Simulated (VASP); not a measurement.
# Ru (P6_3/mmc) in VASP: relaxation of shape and atoms at fixed volume with PBE

Aim: the relaxation of shape and atoms at fixed volume of Ru with PBE.

All numbers are computed with VASP 6.6.1; they aren't measurements. Logs are shortened: lines on timing, memory, paths and dates and some standing lists are left out, and cuts for length are marked.

### Step 1. The cell of the first run

Symmetry: P6_3/mmc, No. 194, hexagonal system. The conventional cell has a = 2.393 Å, b = 2.393 Å, c = 3.778 Å, α = 90.00°, β = 90.00°, γ = 120.00°. Within 3.1 Å of Ru (site symmetry -6m2) lie 12 Ru at 2.34 to 2.39 Å.

### Step 2. Relaxation of shape and atoms at fixed volume, PBE

INCAR reads:

```
ALGO = Normal ; EDIFF = 1E-6
EDIFFG = -0.005 ; ENCUT = 600
GGA = PE ; IBRION = 2
ISIF = 4 ; ISMEAR = -1
LASPH = T ; LCHARG = F
LREAL = F ; LWAVE = F
NELM = 80 ; NSW = 50
PREC = Accurate ; SIGMA = 0.08
```

KPOINTS reads:

```
k-points
0
Gamma
  18 18 10
```

POSCAR reads:

```
Ru
1.0
    2.3925247149      0.0000000000      0.0000000000
   -1.1962623574      2.0719871823      0.0000000000
    0.0000000000      0.0000000000      3.7778077380
Ru
2
Direct
    0.3333333333      0.6666666667      0.2500000000
    0.6666666667      0.3333333333      0.7500000000
```

Potentials or basis: VASP PAW PBE potentials, release 64 (Ru_pv).

Command:

```sh
cat potpaw_PBE.64/Ru_pv/POTCAR > POTCAR
mpirun -np 1 vasp_std > vasp.out
```

OUTCAR:

```text
EDIFF = 1E-6
   EDIFFG = -0.005
   ENCUT = 600
   GGA = PE
   IBRION = 2
   ISIF = 4
   ISMEAR = -1
   LASPH = T
   LREAL = F
   NELM = 80
   NSW = 50
   PREC = Accurate

 ion  position               nearest neighbor table
   1  0.333  0.667  0.250-   2 2.34   2 2.34   2 2.34   2 2.34   2 2.34   2 2.34   2 3.35   2 3.35
                             2 3.35   2 3.35   2 3.35   2 3.35
   2  0.667  0.333  0.750-   1 2.34   1 2.34   1 2.34   1 2.34   1 2.34   1 2.34   1 3.35   1 3.35
                             1 3.35   1 3.35   1 3.35   1 3.35

  LATTYP: Found a hexagonal cell.
 ALAT       =     2.3925247149
 C/A-ratio  =     1.5790046868

  Lattice vectors:

 A1 = (   2.3925247149,   0.0000000000,   0.0000000000)
 A2 = (  -1.1962623574,   2.0719871823,   0.0000000000)
 A3 = (   0.0000000000,   0.0000000000,   3.7778077380)

Analysis of symmetry for initial positions (statically):
=====================================================================
 Subroutine PRICEL returns:
 Original cell was already a primitive cell.

 Routine SETGRP: Setting up the symmetry group for a
 hexagonal supercell.

 Subroutine GETGRP returns: Found 24 space group operations
 (whereof 12 operations were pure point group operations)
 out of a pool of 24 trial point group operations.

The static configuration has the point symmetry D_3d.
 The point group associated with its full space group is D_6h.

Analysis of symmetry for dynamics (positions and initial velocities):
=====================================================================
 Subroutine PRICEL returns:
 Original cell was already a primitive cell.

 Routine SETGRP: Setting up the symmetry group for a
 hexagonal supercell.

 Subroutine GETGRP returns: Found 24 space group operations
 (whereof 12 operations were pure point group operations)
 out of a pool of 24 trial point group operations.

The dynamic configuration has the point symmetry D_3d.
 The point group associated with its full space group is D_6h.

 Subroutine INISYM returns: Found 24 space group operations
 (whereof 12 operations are pure point group operations),
 and found     1 'primitive' translations

----------------------------------------------------------------------------------------

                                     Primitive cell

  volume of cell :      18.7277

  direct lattice vectors                    reciprocal lattice vectors
     2.392524715  0.000000000  0.000000000     0.417968514  0.241314234  0.000000000
    -1.196262357  2.071987182  0.000000000     0.000000000  0.482628468  0.000000000
     0.000000000  0.000000000  3.777807738     0.000000000  0.000000000  0.264703783

  length of vectors
     2.392524715  2.392524715  3.777807738     0.482628468  0.482628468  0.264703783

  position of ions in fractional coordinates (direct lattice)
     0.333333333  0.666666667  0.250000000
     0.666666667  0.333333333  0.750000000

  ion indices of the primitive-cell ions
   primitive index   ion index
                 1           1
                 2           2

----------------------------------------------------------------------------------------

 KPOINTS: k-points

Automatic generation of k-mesh.
 Grid dimensions read from file:
 generate k-points for:   18   18   10

 Generating k-lattice:

  Cartesian coordinates                     Fractional coordinates (reciprocal lattice)
     0.023220473  0.013406346  0.000000000     0.055555556  0.000000000  0.000000000
     0.000000000  0.026812693  0.000000000     0.000000000  0.055555556  0.000000000
     0.000000000  0.000000000  0.026470378     0.000000000  0.000000000  0.100000000

  Length of vectors
     0.026812693  0.026812693  0.026470378

  Shift w.r.t. Gamma in fractional coordinates (k-lattice)
     0.000000000  0.000000000  0.000000000

 Subroutine IBZKPT returns following result:
 ===========================================

 Found    222 irreducible k-points:

 Following reciprocal coordinates:
            Coordinates               Weight
  0.000000  0.000000  0.000000      1.000000
  0.055556  0.000000  0.000000      6.000000
  0.111111  0.000000  0.000000      6.000000
  0.166667  0.000000  0.000000      6.000000
  0.222222  0.000000  0.000000      6.000000
  0.277778  0.000000  0.000000      6.000000
[... 16 lines left out ...]
  0.333333  0.111111  0.000000     12.000000
  0.388889  0.111111  0.000000     12.000000
 [... further k-points ...]
   k-points           NKPTS =    222   k-points in BZ     NKDIM =    222   number of bands    NBANDS=     18
   number of dos      NEDOS =    301   number of ions     NIONS =      2
   total plane-waves  NPLWV =  12000
   dimension x,y,z NGX =    20 NGY =   20 NGZ =   30
   dimension x,y,z NGXF=    40 NGYF=   40 NGZF=   60
   ions per type =               2
   NGX,Y,Z   is equivalent  to a cutoff of  13.90, 13.90, 13.20 a.u.
   NGXF,Y,Z  is equivalent  to a cutoff of  27.79, 27.79, 26.40 a.u.
 SYSTEM =  unknown system
   PREC   = accura    normal or accurate (medium, high low for compatibility)
   ISTART =      0    job   : 0-new  1-cont  2-samecut
   ICHARG =      2    charge: 1-file 2-atom 10-const
   ISPIN  =      1    spin polarized calculation?
   LNONCOLLINEAR =      F non collinear calculations
   LSORBIT =      F    spin-orbit coupling
   LASPH  =      T    aspherical Exc in radial PAW
   ENCUT  =  600.0 eV  44.10 Ry    6.64 a.u.   4.78  4.78  7.55*2*pi/ulx,y,z
   NELM   =     80;   NELMIN=  2; NELMDL= -5     # of ELM steps
   EDIFF  = 0.1E-05   stopping-criterion for ELM
   LREAL  =      F    real-space projection
   EDIFFG = -.5E-02   stopping-criterion for IOM
   NSW    =     50    number of steps for IOM
   IBRION =      2    ionic relax: 0-MD 1-quasi-New 2-CG
   NFREE  =      1    steps in history (QN), initial steepest desc. (CG)
   ISIF   =      4    stress and relaxation
   ISYM   =      2    0-nonsym 1-usesym 2-fastsym
   POTIM  = 0.5000    time-step for ionic-motion
   TEBEG  =    0.0;   TEEND  =   0.0 temperature during run
   PSTRESS=    0.0 pullay stress
   NELECT =      28.0000    total number of electrons
   NUPDOWN=      -1.0000    fix difference up-down
   EMIN   =  10.00;   EMAX   =-10.00  energy-range for DOS
   EFERMI =   0.00;   METHOD = LEGACY
   ISMEAR =    -1;   SIGMA  =   0.08  broadening in eV -4-tet -1-fermi 0-gaus
   EFERMI_NEDOS =   21; number of points for ismear=-14 and -15
   IALGO  =     38    algorithm
   IMIX   =      4    mixing-type and parameters
     AMIX     =   0.40;   BMIX     =  1.00
     AMIX_MAG =   1.60;   BMIX_MAG =  1.00
  volume/ion in A,a.u.               =       9.36        63.19
  Fermi-wavevector in a.u.,A,eV,Ry     =   1.871974  3.537517 47.678695  3.504285
  Thomas-Fermi vector in A             =   2.917452
   LORBIT       =      0    0 simple, 1 ext, 2 COOP (PROOUT), +10 PAW based schemes
   GGA     = PE    functional components
   LHFCALC =     F    Hartree Fock is set to
   AEXX    =    0.0000 exact exchange contribution
   IVDW    =     0    specifies the selected vdW correction
   LEPSILON=     F    determine dielectric tensor
   LRPA    =     F    only Hartree local field effects (RPA)
 conjugate gradient relaxation of ions
 non-spin polarized calculation
  energy-cutoff  :      600.00
  volume of cell :       18.73
 maximum number of plane-waves:       648
 NGX is ok and might be reduce to    20
   NGX =  9   NGY =  9   NGZ = 15

--------------------------------------- Ionic step        1  -------------------------------------------

 number of electron      27.9999998 magnetization

 Free energy of the ion-electron system (eV)
  ---------------------------------------------------
  ext. energy  EPLUGINS =         0.00000000
  ---------------------------------------------------
  free energy    TOTEN  =       -12.74492457 eV

  energy without entropy =      -12.72394322  energy(sigma->0) =      -12.73443390

------------------------ aborting loop because EDIFF is reached ----------------------------------------

  FORCE on cell =-STRESS in cart. coord.  units (eV):
  Direction    XX          YY          ZZ          XY          YZ          ZX
  --------------------------------------------------------------------------------------
  -------------------------------------------------------------------------------------
  Total       34.1811028     34.1811028     36.4346045      0.0000000      0.0000000     -0.0000000
  in kB     2924.2419564   2924.2419565   3117.0322302      0.0000001      0.0000000     -0.0000000
  external PRESSURE =    2988.5053810 kB  Pullay stress =       0.0000000 kB
[... 93 lines left out ...]
  energy  without entropy=      -12.7333997443  energy(sigma->0) =      -12.74400638

--------------------------------------- Ionic step        4  -------------------------------------------

 number of electron      28.0000002 magnetization

 Free energy of the ion-electron system (eV)
  ---------------------------------------------------
  ext. energy  EPLUGINS =         0.00000000
  ---------------------------------------------------
  free energy    TOTEN  =       -12.75461897 eV

  energy without entropy =      -12.73341083  energy(sigma->0) =      -12.74401490

 E-fermi :  20.9206     XC(G=0): -16.5493

 val. band max:       20.9190242290   @ k =   0.3889   0.1667   0.3000
 cond. band min:      20.9207712893   @ k =   0.3333   0.0556   0.3000
 fundamental gap:      0.0017470603
 Fermi energy:        20.9206143672

 k-point     1 :       0.0000    0.0000    0.0000
  band No.  band energies     occupation
      1     -25.0397      2.00000
      2     -22.0772      2.00000
      3     -22.0772      2.00000
      4     -21.5992      2.00000
      5     -21.5992      2.00000
      6     -21.5063      2.00000
[... 10 lines left out ...]
     17      22.8463      0.00000
     18      23.2001      0.00000
[... 466 lines left out ...]
      2     -23.8786      2.00000
      3     -23.5431      2.00000
      4     -22.9742      2.00000
      5     -22.3912      2.00000
      6     -22.1731      2.00000
[... 10 lines left out ...]
     17      27.4504      0.00000
     18      31.0752      0.00000

 [... further k-points ...]
[... 5 lines left out ...]
  --------------------------------------------------------------------------------------
  -------------------------------------------------------------------------------------
  Total       34.8770516     34.8770516     34.8783042      0.0000000      0.0000000     -0.0000000
  in kB     2983.7813627   2983.7813628   2983.8885263      0.0000001      0.0000000     -0.0000000
  external PRESSURE =    2983.8170839 kB  Pullay stress =       0.0000000 kB
[... 17 lines left out ...]
  FREE ENERGIE OF THE ION-ELECTRON SYSTEM (eV)
  ---------------------------------------------------
  free  energy   TOTEN  =       -12.7546189671 eV

  energy  without entropy=      -12.7334108285  energy(sigma->0) =      -12.74401490

 reached required accuracy - stopping structural energy minimisation
```

Run time: 2.6 min. Hardware: 1 thread of Intel Xeon Platinum 8488C (Sapphire Rapids), shared host; peak memory 0.2 GiB.

Results:

```
Free energy               : -12.7546 eV
Energy gained by relaxing : 4.8 meV/atom
Ionic steps               : 4
Pressure after relaxing   : 298.4 GPa
Band gap on the k mesh    : zero (band 14 reaches 23.63 eV, above the bottom of band 15 at 18.05 eV)
```

Step by step:
```
step  energy change (eV)  largest force (eV/Å)  pressure (GPa)  volume (Å³)
   1              0.0000                0.0000          298.85        18.73
   2              0.0910                0.0000          298.93        18.73
   3             -0.0097                0.0000          298.37        18.73
   4             -0.0097                0.0000          298.38        18.73
```

Final structure:
```
Ru
1.0
     2.38227    0.00000    0.00000
    -1.19113    2.06310    0.00000
     0.00000    0.00000    3.81041
Ru
2
Direct
  0.33333 0.66667 0.25000
  0.66667 0.33333 0.75000
```

Levels at points of the mesh, in eV from the Fermi level:
| k point | band 11 | band 12 | band 13 | band 14 | band 15 | band 16 | band 17 | band 18 |
| --- | --- | --- | --- | --- | --- | --- | --- | --- |
| (0.00, 0.00, 0.00) | -4.40 | -3.38 | -3.38 | -2.32 | -2.32 | 1.93 | 1.93 | 2.28 |
| (0.50, 0.00, 0.00) | -3.33 | -2.44 | -2.05 | 2.71 | 3.42 | 3.45 | 6.93 | 9.74 |
| (0.00, 0.00, 0.50) | -4.77 | -4.77 | -3.74 | -3.74 | 0.98 | 0.98 | 0.98 | 0.98 |
| (0.50, 0.00, 0.50) | -1.84 | -1.84 | 0.99 | 0.99 | 3.14 | 3.14 | 5.63 | 5.63 |
